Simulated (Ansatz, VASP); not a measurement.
## Ru: VASP beside Ansatz

Contents of INCAR:

```
ALGO = Normal
EDIFF = 1E-8
ENCUT = 520
GGA = PS
ISIF = 2
ISMEAR = -1
LASPH = True
LCHARG = False
LEFG = True
LREAL = False
LWAVE = False
NBANDS = 21
NELM = 100
PREC = Accurate
SIGMA = 0.03
```

Contents of KPOINTS:

```
k-points
0
Gamma
  14 14 8
```

POSCAR

```
Ru
1.0
    2.6516833475      0.0000000000      0.0000000000
   -1.3258416738      2.2964251418      0.0000000000
    0.0000000000      0.0000000000      4.2819000000
Ru
2
Direct
    0.3333333333      0.6666666667      0.2500000000
    0.6666666667      0.3333333333      0.7500000000
```

Input for Ansatz:

```yaml
crystal:
  lattice:
    - [2.6516833475, 0.0, 0.0]
    - [-1.3258416738, 2.2964251418, 0.0]
    - [0.0, 0.0, 4.2819]
  atoms:
    - { symbol: Ru, position: [0.3333333333, 0.6666666667, 0.25] }
    - { symbol: Ru, position: [0.6666666667, 0.3333333333, 0.75] }
kpoints:
  mp_grid: { grid: [14, 14, 8] }
scf:
  occupations: { method: fermi_dirac, width: 0.03 }
hamiltonian:
  xc: pbesol
  pseudopotentials: { kind: all_electron, datasets: crystal }
output:
  forces: true
  stress: true
  eigenvalues: true
  efg: { contact_densities: true }
```

Change from the starting cell: equal xx and yy strain of -2 %, crystal datasets.

Alike in both runs: task electric field gradients; functional PBEsol; k mesh 14 × 14 × 8; occupations fermi-dirac, width 0.03 eV; no spin polarisation.

|  | VASP | Ansatz |
| --- | --- | --- |
| version | VASP 6.6.1 | Ansatz 0.2.0 |
| potentials or method | VASP PAW PBE potentials, release 64 (Ru_pv), cutoff 520 eV | all-electron PAW with datasets made for the crystal, scalar-relativistic |

|  | VASP | Ansatz | Ansatz less VASP |
| --- | --- | --- | --- |
| pressure (GPa) | 7.8 | 7.8 | +0.01 |
| traceless stress, the component that is largest in VASP (GPa) | -8.28 | -8.32 | -0.040 |
| size of Vzz on the site where it differs most (V/Å²) | 5.9 | 3.9 | -2.04 |

VASP's potentials were made for PBE, not for PBEsol. Ansatz ran all-electron here, and VASP with PAW potentials.
